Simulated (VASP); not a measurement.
# BeS (F-43m) in VASP: further runs

The runs below take BeS through single point, with PBE, r2SCAN.

All numbers are computed with VASP 6.6.1; they aren't measurements. Logs are shortened: lines on timing, memory, paths and dates and some standing lists are left out, and cuts for length are marked.

### Step 1. The cell of the first run

It takes space group F-43m (No. 216, cubic). The conventional cell has a = 4.915 Å, b = 4.915 Å, c = 4.915 Å, α = 90.00°, β = 90.00°, γ = 90.00°. Be (site symmetry -43m) has 4 S at 2.13 Å within 2.8 Å. Within 2.8 Å of S (site symmetry -43m) lie 4 Be at 2.13 Å.

### Step 2. Single point, PBE

The input, INCAR:

```
SYSTEM = BeS
PREC     = Accurate       ! precision mode
ENCUT    = 600            ! plane-wave cutoff, eV
EDIFF    = 1E-6           ! SCF threshold, eV
ISMEAR   = 0              ! smearing method
SIGMA    = 0.01           ! smearing width, eV
LREAL    = .False.        ! projectors in reciprocal space
LASPH    = .True.         ! aspherical terms in the spheres
NELM     = 120            ! most SCF steps
ALGO     = Normal         ! electronic algorithm
ISIF     = 2              ! what is computed and relaxed
LWAVE    = .False.        ! write WAVECAR
LCHARG   = .False.        ! write CHGCAR
GGA      = PE             ! functional
NBANDS   = 11             ! bands
GGA_COMPAT= .False.
```

The input, KPOINTS:

```
regular mesh
0
Gamma
  4 4 4
  0 0 0
```

The input, POSCAR:

```
BeS
1.0
    0.0000000000      2.4572669000      2.4572669000
    2.4572669000      0.0000000000      2.4572669000
    2.4572669000      2.4572669000      0.0000000000
Be S
1 1
Direct
    0.0000000000      0.0000000000      0.0000000000
    0.2500000000      0.2500000000      0.2500000000
```

Potentials or basis: VASP PAW PBE potentials, release 64 (Be, S).

The run is started by

```sh
$ cat potpaw_PBE.64/Be/POTCAR potpaw_PBE.64/S/POTCAR > POTCAR
$ mpirun -np 1 vasp_std > vasp.out
```

OUTCAR:

```text
SYSTEM = BeS
   PREC = Accurate
   ENCUT = 600
   EDIFF = 1E-6
   ISMEAR = 0
   LREAL = .False.
   LASPH = .True.
   NELM = 120
   ISIF = 2
   GGA = PE

 ion  position               nearest neighbor table
   1  0.000  0.000  0.000-   2 2.13   2 2.13   2 2.13   2 2.13
   2  0.250  0.250  0.250-   1 2.13   1 2.13   1 2.13   1 2.13

  LATTYP: Found a face centered cubic cell.
 ALAT       =     4.9145338000

  Lattice vectors:

 A1 = (   0.0000000000,   2.4572669000,   2.4572669000)
 A2 = (   2.4572669000,   0.0000000000,   2.4572669000)
 A3 = (   2.4572669000,   2.4572669000,   0.0000000000)

Analysis of symmetry for initial positions (statically):
=====================================================================
 Subroutine PRICEL returns:
 Original cell was already a primitive cell.

 Routine SETGRP: Setting up the symmetry group for a
 face centered cubic supercell.

 Subroutine GETGRP returns: Found 24 space group operations
 (whereof 24 operations were pure point group operations)
 out of a pool of 48 trial point group operations.

The static configuration has the point symmetry T_d .

Analysis of symmetry for dynamics (positions and initial velocities):
=====================================================================
 Subroutine PRICEL returns:
 Original cell was already a primitive cell.

 Routine SETGRP: Setting up the symmetry group for a
 face centered cubic supercell.

 Subroutine GETGRP returns: Found 24 space group operations
 (whereof 24 operations were pure point group operations)
 out of a pool of 48 trial point group operations.

The dynamic configuration has the point symmetry T_d .

 Subroutine INISYM returns: Found 24 space group operations
 (whereof 24 operations are pure point group operations),
 and found     1 'primitive' translations

----------------------------------------------------------------------------------------

                                     Primitive cell

  volume of cell :      29.6747

  direct lattice vectors                    reciprocal lattice vectors
     0.000000000  2.457266900  2.457266900    -0.203478100  0.203478100  0.203478100
     2.457266900  0.000000000  2.457266900     0.203478100 -0.203478100  0.203478100
     2.457266900  2.457266900  0.000000000     0.203478100  0.203478100 -0.203478100

  length of vectors
     3.475100176  3.475100176  3.475100176     0.352434407  0.352434407  0.352434407

  position of ions in fractional coordinates (direct lattice)
     0.000000000  0.000000000  0.000000000
[... 68 lines left out ...]
   ISYM   =      2    0-nonsym 1-usesym 2-fastsym
   POTIM  = 0.5000    time-step for ionic-motion
   TEBEG  =    0.0;   TEEND  =   0.0 temperature during run
   PSTRESS=    0.0 pullay stress
   NELECT =       8.0000    total number of electrons
   NUPDOWN=      -1.0000    fix difference up-down
   EMIN   =  10.00;   EMAX   =-10.00  energy-range for DOS
   EFERMI =   0.00;   METHOD = LEGACY
   ISMEAR =     0;   SIGMA  =   0.01  broadening in eV -4-tet -1-fermi 0-gaus
   EFERMI_NEDOS =   21; number of points for ismear=-14 and -15
   IALGO  =     38    algorithm
   IMIX   =      4    mixing-type and parameters
     AMIX     =   0.40;   BMIX     =  1.00
     AMIX_MAG =   1.60;   BMIX_MAG =  1.00
  volume/ion in A,a.u.               =      14.84       100.13
  Fermi-wavevector in a.u.,A,eV,Ry     =   1.057570  1.998518 15.217498  1.118455
  Thomas-Fermi vector in A             =   2.192848
   LORBIT       =      0    0 simple, 1 ext, 2 COOP (PROOUT), +10 PAW based schemes
   GGA     = PE    functional components
   LHFCALC =     F    Hartree Fock is set to
   AEXX    =    0.0000 exact exchange contribution
   IVDW    =     0    specifies the selected vdW correction
   LEPSILON=     F    determine dielectric tensor
   LRPA    =     F    only Hartree local field effects (RPA)
 non-spin polarized calculation
 Gauss-broadening in eV      SIGMA  =   0.01
  energy-cutoff  :      600.00
  volume of cell :       29.67
 maximum number of plane-waves:       998
   NGX = 13   NGY = 13   NGZ = 13

 number of electron       7.9999999 magnetization

 Free energy of the ion-electron system (eV)
  ---------------------------------------------------
  ext. energy  EPLUGINS =         0.00000000
  ---------------------------------------------------
  free energy    TOTEN  =        -9.96234000 eV

  energy without entropy =       -9.96234000  energy(sigma->0) =       -9.96234000

 E-fermi :   3.8581     XC(G=0):  -9.5581

 val. band max:        3.7945561481   @ k =   0.0000   0.0000   0.0000
 cond. band min:       6.9780073814   @ k =   0.5000   0.5000   0.0000
 fundamental gap:      3.1834512333
 Fermi energy:         3.8580897189

 k-point     1 :       0.0000    0.0000    0.0000
  band No.  band energies     occupation
      1      -9.6390      2.00000
      2       3.7946      2.00000
      3       3.7946      2.00000
      4       3.7946      2.00000
      5       9.3448      0.00000
      6       9.4629      0.00000
      7       9.4629      0.00000
      8       9.4629      0.00000
      9      16.5188      0.00000
     10      16.5188      0.00000
     11      18.3468      0.00000
[... 85 lines left out ...]
 k-point     8 :      -0.2500    0.5000    0.2500
  band No.  band energies     occupation
      1      -7.5776      2.00000
      2      -0.3168      2.00000
      3       0.1239      2.00000
      4       0.6263      2.00000
      5      10.2254      0.00000
      6      11.8980      0.00000
      7      12.0715      0.00000
      8      12.4273      0.00000
      9      17.8009      0.00000
     10      17.9451      0.00000
     11      20.5671      0.00000

------------------------ aborting loop because EDIFF is reached ----------------------------------------

  FORCE on cell =-STRESS in cart. coord.  units (eV):
  Direction    XX          YY          ZZ          XY          YZ          ZX
  --------------------------------------------------------------------------------------
  -------------------------------------------------------------------------------------
  Total       -0.2905869     -0.2905869     -0.2905869      0.0000000      0.0000000     -0.0000000
  in kB      -15.6891586    -15.6891586    -15.6891586      0.0000000      0.0000000     -0.0000000
  external PRESSURE =     -15.6891586 kB  Pullay stress =       0.0000000 kB

 VOLUME and BASIS-vectors are now :
 -----------------------------------------------------------------------------
  energy-cutoff  :      600.00
  volume of cell :       29.67
      direct lattice vectors                 reciprocal lattice vectors
     0.000000000  2.457266900  2.457266900    -0.203478100  0.203478100  0.203478100
     2.457266900  0.000000000  2.457266900     0.203478100 -0.203478100  0.203478100
     2.457266900  2.457266900  0.000000000     0.203478100  0.203478100 -0.203478100

 POSITION                                       TOTAL-FORCE (eV/Angst)
 -----------------------------------------------------------------------------------
      0.00000      0.00000      0.00000         0.000000      0.000000      0.000000
      1.22863      1.22863      1.22863        -0.000000     -0.000000     -0.000000
 -----------------------------------------------------------------------------------
    total drift:                               -0.000000     -0.000000     -0.000000

  FREE ENERGIE OF THE ION-ELECTRON SYSTEM (eV)
  ---------------------------------------------------
  free  energy   TOTEN  =        -9.9623399953 eV

  energy  without entropy=       -9.9623399953  energy(sigma->0) =       -9.96234000
```

OSZICAR:

```text
N       E                     dE             d eps       ncg     rms          rms(c)
DAV:   1     0.241410937695E+02    0.24141E+02   -0.40745E+03   176   0.692E+02
DAV:   2    -0.870835745556E+01   -0.32849E+02   -0.31480E+02   237   0.121E+02
DAV:   3    -0.101146687605E+02   -0.14063E+01   -0.14032E+01   237   0.251E+01
DAV:   4    -0.101246336632E+02   -0.99649E-02   -0.99627E-02   211   0.233E+00
DAV:   5    -0.101247245891E+02   -0.90926E-04   -0.90925E-04   231   0.227E-01    0.529E+00
DAV:   6    -0.999567566277E+01    0.12905E+00   -0.13321E-01   214   0.168E+00    0.364E+00
DAV:   7    -0.996067540920E+01    0.35000E-01   -0.10856E-01   208   0.170E+00    0.110E+00
DAV:   8    -0.996218072486E+01   -0.15053E-02   -0.70937E-03   227   0.424E-01    0.131E-01
DAV:   9    -0.996226821705E+01   -0.87492E-04   -0.51420E-04   218   0.142E-01    0.270E-02
DAV:  10    -0.996233493334E+01   -0.66716E-04   -0.93943E-05   194   0.581E-02    0.168E-02
DAV:  11    -0.996233966578E+01   -0.47324E-05   -0.14825E-05   231   0.205E-02    0.885E-03
DAV:  12    -0.996233999527E+01   -0.32949E-06   -0.47622E-07   162   0.439E-03
   1 F= -.99623400E+01 E0= -.99623400E+01  d E =-.779713E-21
```

It took 5.1 s on 1 thread of Intel Xeon 8259CL, shared host; peak memory 0.15 GiB.

What came out:

```
Free energy            : -9.9623 eV
Pressure               : -1.6 GPa
Band gap on the k mesh : 3.18 eV, indirect (least direct gap 5.55 eV)
```

Caveat: the k points lie up to 0.55 Å⁻¹ apart.

### Step 3. Single point, r2SCAN

This run uses another cell than the first one, of 14.00 Å³/atom, 0.943 times its volume.

The input, POSCAR:

```
BeS
1.0
    0.0000000000      2.4100000000      2.4100000000
    2.4100000000      0.0000000000      2.4100000000
    2.4100000000      2.4100000000      0.0000000000
Be S
1 1
Direct
    0.0000000000      0.0000000000      0.0000000000
    0.2500000000      0.2500000000      0.2500000000
```

The input, INCAR.step1:

```
PREC = Accurate ; ENCUT = 660
ISMEAR = 0 ; SIGMA = 0.01
LREAL = F ; LASPH = T
NELM = 120 ; NBANDS = 11
GGA = PE ; ALGO = Normal
EDIFF = 1E-5 ; LWAVE = T
LCHARG = F ; GGA_COMPAT = F
```

The input, INCAR.step2:

```
PREC = Accurate ; ENCUT = 660
EDIFF = 1E-6 ; ISMEAR = 0
SIGMA = 0.01 ; LREAL = F
LASPH = T ; NELM = 120
ALGO = Normal ; ISIF = 2
LWAVE = F ; LCHARG = T
METAGGA = R2SCAN ; LMIXTAU = T
LELF = T ; LVHAR = T
NBANDS = 11 ; ISTART = 1
GGA_COMPAT = F
```

The input, KPOINTS:

```
regular mesh
0
Gamma
  4 4 4
```

Potentials or basis: VASP PAW PBE potentials, release 64 (Be, S).

The run is started by

```sh
$ cat potpaw_PBE.64/Be/POTCAR potpaw_PBE.64/S/POTCAR > POTCAR
$ cp INCAR.step1 INCAR
$ mpirun -np 1 vasp_std > vasp.out
$ cp INCAR.step2 INCAR
$ mpirun -np 1 vasp_std > vasp.out
```

Wall time 26 s (1 thread of Intel Xeon 8259CL, shared host); peak memory 0.16 GiB.

Results (log left out):

| Quantity | Value |
| --- | --- |
| Free energy | -14.7284 eV |
| Pressure | 4.0 GPa |
| Band gap on the k mesh | 3.52 eV, indirect (least direct gap 6.24 eV) |

Levels at points of the mesh, in eV from the valence-band top:
| k point | band 1 | band 2 | band 3 | band 4 | band 5 | band 6 | band 7 | band 8 | band 9 |
| --- | --- | --- | --- | --- | --- | --- | --- | --- | --- |
| (0.00, 0.00, 0.00) | -14.43 | 0.00 | 0.00 | 0.00 | 6.24 | 6.24 | 6.24 | 6.85 | 13.45 |
| (0.50, 0.00, 0.00) | -12.69 | -6.09 | -1.09 | -1.09 | 6.16 | 7.12 | 7.12 | 12.14 | 15.81 |
| (0.50, 0.50, 0.00) | -12.10 | -5.29 | -2.78 | -2.78 | 3.52 | 5.36 | 14.01 | 14.01 | 17.04 |

Caveat: the k points lie up to 0.56 Å⁻¹ apart; the PAW data sets were made with another functional, which shifts forces and pressure a little. r2SCAN opens gaps a little over a GGA but as a rule still falls short of measured ones.
